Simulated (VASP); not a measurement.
The system is WSe2.

```
W Se
1.0
     3.23838    0.00000    0.00000
    -1.61919    2.80452    0.00000
     0.00000    0.00000   13.09143
W Se
2 4
Direct
  0.66667 0.33333 0.75000
  0.33333 0.66667 0.25000
  0.33333 0.66667 0.87661
  0.66667 0.33333 0.37661
  0.33333 0.66667 0.62339
  0.66667 0.33333 0.12339
```

This cell differs from its parent crystal: equal strain along all axes, cell held: -1.0 %.

| Quantity | Value |
| --- | --- |
| Program | VASP 6.6.1 |
| Task | relaxation of the atoms |
| Functional | PBEsol |
| Potentials or basis | VASP PAW PBE potentials, release 64 (W_sv, Se) |
| Cutoff | 520 eV |
| k mesh | 12 × 12 × 2 |
| Occupations | gaussian, width 0.02 eV |
| Spin | no spin polarisation |

At the start: pressure 5.0 GPa; volume 19.82 Å³/atom.

Where does the relaxation end?

Over 3 steps the energy falls by 6.3 meV/atom at a fixed cell; space group P6_3/mmc (No. 194, to 0.1 Å) before and after.

Step by step:
```tsv
step	energy change (eV)	largest force (eV/Å)	pressure (GPa)
1	0.0000	0.6015	5.05
2	-0.0374	0.0519	2.24
3	-0.0377	0.0006	1.98
```

Final structure:
```yaml
crystal:
  lattice:
    - [3.23838, 0.00000, 0.00000]
    - [-1.61919, 2.80452, 0.00000]
    - [0.00000, 0.00000, 13.09143]
  atoms:
    - { symbol: W, position: [0.66667, 0.33333, 0.75000] }
    - { symbol: W, position: [0.33333, 0.66667, 0.25000] }
    - { symbol: Se, position: [0.33333, 0.66667, 0.87904] }
    - { symbol: Se, position: [0.66667, 0.33333, 0.37904] }
    - { symbol: Se, position: [0.33333, 0.66667, 0.62096] }
    - { symbol: Se, position: [0.66667, 0.33333, 0.12096] }
```

Caveat: the cell differs from its parent crystal (equal strain along all axes, cell held: -1.0 %); the PAW data sets were made with another functional, which shifts forces and pressure a little; this functional lacks dispersion, which binds layers or chains, so the pressure and a relaxed spacing across them are unreliable.
